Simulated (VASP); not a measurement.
Wanted: the native input for a VASP 6.6.1 run.

| Property | Result |
| --- | --- |
| Task | electric field gradients |
| Functional | PBE |
| Potentials or basis | VASP PAW PBE potentials, release 64 (Na_pv, I) |
| Cutoff | 520 eV |
| k mesh | 10 × 10 × 10 |
| Occupations | fermi-dirac, width 0.05 eV |
| Spin | no spin polarisation |
| Dipole correction | no |
| Further INCAR settings | ALGO = Normal; EDIFF = 1e-08; NBANDS = 14 |

The structure of NaI (zincblende type) lies in POSCAR:

```
NaI
1.0
    0.0000000000      3.6285074156      3.6285074156
    3.6285074156      0.0000000000      3.6285074156
    3.6285074156      3.6285074156      0.0000000000
Na I
1 1
Direct
    0.0000000000      0.0000000000      0.0000000000
    0.2500000000      0.2500000000      0.2500000000
```

The input as run:

INCAR

```
PREC = Accurate
ENCUT = 520
EDIFF = 1E-8
ISMEAR = -1
SIGMA = 0.05
LREAL = F
LASPH = T
NELM = 80
ALGO = Normal
ISIF = 2
LWAVE = F
LCHARG = F
GGA = PE
LEFG = T
NBANDS = 14
```

KPOINTS

```
Automatic mesh
0
Gamma
  10 10 10
```

Potentials or basis: VASP PAW PBE potentials, release 64 (Na_pv, I).

Launch:

```sh
$ cat potpaw_PBE.64/Na_pv/POTCAR potpaw_PBE.64/I/POTCAR > POTCAR
$ mpirun -np 1 vasp_std > vasp.out
```

Results of the run:

```
Pressure                                : -0.4 GPa
Band gap on the k mesh                  : 3.70 eV
Largest electric field gradient by atom : zero within the noise of the run
```

Caveat: spin-orbit coupling is left out, which moves the levels of the heavy elements.

It took 83 s on 1 thread of Intel Xeon 8259CL, on a shared host, peak memory 0.27 GiB.
